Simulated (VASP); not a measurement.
Write the native input for VASP 6.6.1 that does the following.

| Property | Result |
| --- | --- |
| Task | relaxation of cell and atoms |
| Functional | PBE |
| Potentials or basis | VASP PAW PBE potentials, release 64 (Al, N) |
| Cutoff | 600 eV |
| k mesh | 12 × 12 × 7 |
| Occupations | fermi-dirac, width 0.08 eV |
| Spin | no spin polarisation |
| Target pressure | 0.00054 GPa |
| Dipole correction | no |
| Further INCAR settings | ALGO = Normal; EDIFF = 1e-06; IBRION = 2; EDIFFG = -0.005; NSW = 60; ISIF = 3 |

The structure of AlN (NiAs type) lies in POSCAR:

```
AlN
1.0
    2.9288003387      0.0000000000      0.0000000000
   -1.4644001693      2.5364154959      0.0000000000
    0.0000000000      0.0000000000      4.5396405250
Al N
2 2
Direct
    0.0000000000      0.0000000000      0.0000000000
    0.0000000000      0.0000000000      0.5000000000
    0.3333333333      0.6666666667      0.2500000000
    0.6666666667      0.3333333333      0.7500000000
```

These files were run (other wordings do the same):

INCAR

```
SYSTEM = AlN
PREC     = Accurate       ! precision mode
ENCUT    = 600            ! plane-wave cutoff, eV
EDIFF    = 1E-6           ! SCF threshold, eV
ISMEAR   = -1             ! smearing method
SIGMA    = 0.08           ! smearing width, eV
LREAL    = .FALSE.        ! projectors in reciprocal space
LASPH    = .TRUE.         ! aspherical terms in the spheres
NELM     = 60             ! most SCF steps
ALGO     = Normal         ! electronic algorithm
ISIF     = 3              ! what is computed and relaxed
LWAVE    = .FALSE.        ! write WAVECAR
LCHARG   = .FALSE.        ! write CHGCAR
GGA      = PE             ! functional
IBRION   = 2              ! ionic algorithm
NSW      = 60             ! ionic steps
EDIFFG   = -0.005         ! ionic threshold
PSTRESS  = 0.0054
```

KPOINTS

```
Automatic mesh
0
G
  12 12 7
  0 0 0
```

Potentials or basis: VASP PAW PBE potentials, release 64 (Al, N).

The run is started by

```console
$ cat potpaw_PBE.64/Al/POTCAR potpaw_PBE.64/N/POTCAR > POTCAR
$ mpirun -np 1 vasp_std > vasp.out
```

Results of the run:

```yaml
Relaxed_volume: 8.61 Å³/atom
Relaxed_cell: a = 2.854 Å, b = 2.854 Å, c = 4.880 Å, α = 90.00°, β = 90.00°, γ = 120.00°
Space_group_after_relaxing_to_0.1_Å: P6_3/mmc (No. 194)
Energy_change_on_relaxing_the_run_minimises_the_enthalpy: -148.5 meV/atom
Ionic_steps: 9
Pressure_after_relaxing: 0.0 GPa
Band_gap_on_the_k_mesh: 4.75 eV (least direct gap 4.85 eV)
```

Caveat: the cell is relaxed towards a set pressure, so the run minimises the enthalpy, not the energy; an odd mesh through Γ misses points on the zone boundary, where band edges can lie.

Wall time 3.6 min on 1 thread of AMD EPYC 7R13, on a shared host, peak memory 0.15 GiB.
